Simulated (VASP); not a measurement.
Runs of VASP 6.6.1 on SnTe. The structure is that of space group Fm-3m (No. 225), or close to it. The cells are those of the table. 

```csv
task,cell,k mesh for the DOS,occupations for the DOS,gap on the mesh (eV),pressure (GPa)
single point,"a = 4.386 Å, angles 60.0°, 2 atoms",-,-,0.29,(a)
single point,"a = 4.476 Å, angles 60.0°, 2 atoms",-,-,0.10,(b)
single point,"a = 4.505 Å, angles 60.0°, 2 atoms",-,-,0.05,-1.7
single point,"a = 4.447, b = 4.447, c = 4.402 Å, angles 60.3, 60.3, 60.7°, 2 atoms",-,-,0.06,0.0
single point,"a = 4.417 Å, angles 60.0°, 2 atoms",-,-,0.22,1.0
single point,"a = 4.479 Å, angles 60.0°, 2 atoms",-,-,0.10,-1.0
```

Alike in all rows: level PBEsol; potentials or basis VASP PAW PBE potentials, release 64 (Sn_d, Te); no spin polarisation; k mesh 8 × 8 × 8; cutoff (eV) 520; smearing gaussian 0.05 eV.

Task: Fill in the values left out.

Result: (a) 2.1; (b) -0.9.

Caveats: the PAW data sets were made with another functional, which shifts forces and pressure a little; spin-orbit coupling is left out, which moves the levels of the heavy elements.

A k mesh can miss the band edges, and the runs leave out spin-orbit coupling on Sn, Te.
